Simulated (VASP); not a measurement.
**Ba: single point with PBE**

Crystal: Ba.

```
Ba
1.0
    -2.08597    2.08597    2.08597
     2.08597   -2.08597    2.08597
     2.08597    2.08597   -2.08597
Ba
1
Cartesian
  0.0000 0.0000 0.0000
```

```
Program                : VASP 6.6.1
Task                   : single point
Functional             : PBE
Potentials or basis    : VASP PAW PBE potentials, release 64 (Ba_sv)
Cutoff                 : 500 eV
k mesh                 : 12 × 12 × 12
Occupations            : methfessel-paxton, width 0.05 eV
Spin                   : no spin polarisation
Dipole correction      : no
Further INCAR settings : ALGO = Normal; EDIFF = 1e-06; NBANDS = 11
```

```json
{
  "Pressure": "10.9 GPa",
  "Band gap on the k mesh": "zero (bands 5 and 6 overlap by 3.18 eV)"
}
```

Levels at points of the mesh, in eV from the Fermi level:
```tsv
k point	band 3	band 4	band 5	band 6	band 7	band 8
(0.00, 0.00, 0.00)	-12.59	-12.59	-2.56	2.28	2.28	2.28
(0.50, 0.00, 0.00)	-13.25	-12.65	-1.50	0.27	4.02	5.00
(0.50, 0.50, 0.50)	-14.02	-14.02	-1.82	-1.82	7.72	7.72
```

Wall time 11 s on 1 thread of Intel(R) Xeon(R) 6975P-C (Granite Rapids), with other jobs on the host, peak memory 0.16 GiB.

Caveat: the cell stands under pressure; spin-orbit coupling is left out, which moves the levels of the heavy elements.
